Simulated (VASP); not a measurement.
A run of VASP 6.6.1:

The input INCAR:

```
SYSTEM = P
PREC = Accurate
ENCUT = 500
EDIFF = 1E-6
ISMEAR = 0
SIGMA = 0.1
LREAL = .False.
LASPH = .True.
NELM = 120
ALGO = Normal
ISIF = 2
LWAVE = .False.
LCHARG = .False.
GGA = PS
NBANDS = 8
GGA_COMPAT = .False.
```

KPOINTS

```
Automatic mesh
0
Gamma
  24 24 24
  0 0 0
```

File POSCAR:

```
P
1.0
   -1.2448394517      1.2448394517      1.2448394517
    1.2448394517     -1.2448394517      1.2448394517
    1.2448394517      1.2448394517     -1.2448394517
P
1
Direct
    0.0000000000      0.0000000000      0.0000000000
```

Potentials or basis: VASP PAW PBE potentials, release 64 (P).

Run with:

```sh
$ cat potpaw_PBE.64/P/POTCAR > POTCAR
$ mpirun -np 1 vasp_std > vasp.out
```

Hardware: 1 thread of Intel(R) Xeon(R) Platinum 8375C CPU @ 2.90GHz (Ice Lake), with other jobs on the host.

Problem. How long does it take, and how much memory?

Solution. It took 11 s on 1 thread of Intel(R) Xeon(R) Platinum 8375C CPU @ 2.90GHz (Ice Lake), on a shared host, peak memory 0.12 GiB. Counts: scf iterations 9, k points 413.
